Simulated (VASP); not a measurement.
Wanted: the native input for a VASP 6.6.1 run.

```
Task                   : single point
Functional             : PBE
Potentials or basis    : VASP PAW PBE potentials, release 64 (Ga_d, N)
Cutoff                 : 520 eV
k mesh                 : 10 × 10 × 10
Occupations            : fermi-dirac, width 0.02 eV
Spin                   : no spin polarisation
Dipole correction      : no
Further INCAR settings : ALGO = Normal; EDIFF = 1e-06; NBANDS = 16
```

The structure of GaN lies in POSCAR:

```
GaN
1.0
    0.0000000000      2.2489525415      2.2377077788
    2.2489525415      0.0000000000      2.2377077788
    2.2489525415      2.2489525415      0.0000000000
Ga N
1 1
Direct
    0.0000000000      0.0000000000      0.0000000000
    0.2500000000      0.2500000000      0.2500000000
```

This cell differs from its parent crystal: uniaxial z strain -0.5%.

These files were run (other wordings do the same):

INCAR

```
SYSTEM = GaN
PREC = Accurate
ENCUT = 520
EDIFF = 1E-6
ISMEAR = -1
SIGMA = 0.02
LREAL = .FALSE.
LASPH = .TRUE.
NELM = 80
ALGO = Normal
ISIF = 2
LWAVE = .FALSE.
LCHARG = .FALSE.
GGA = PE
NBANDS = 16
```

KPOINTS

```
Automatic mesh
0
G
  10 10 10
  0 0 0
```

Potentials or basis: VASP PAW PBE potentials, release 64 (Ga_d, N).

Run with:

```sh
$ cat potpaw_PBE.64/Ga_d/POTCAR potpaw_PBE.64/N/POTCAR > POTCAR
$ mpirun -np 1 vasp_std > vasp.out
```

Results of the run:

* Pressure: 7.3 GPa
* Band gap on the k mesh: 1.78 eV, direct

Caveat: the cell differs from its parent crystal (uniaxial z strain -0.5%).

Run time: 18 s on 1 thread of Intel(R) Xeon(R) Platinum 8375C CPU @ 2.90GHz (Ice Lake), with other jobs on the host, peak memory 0.16 GiB.
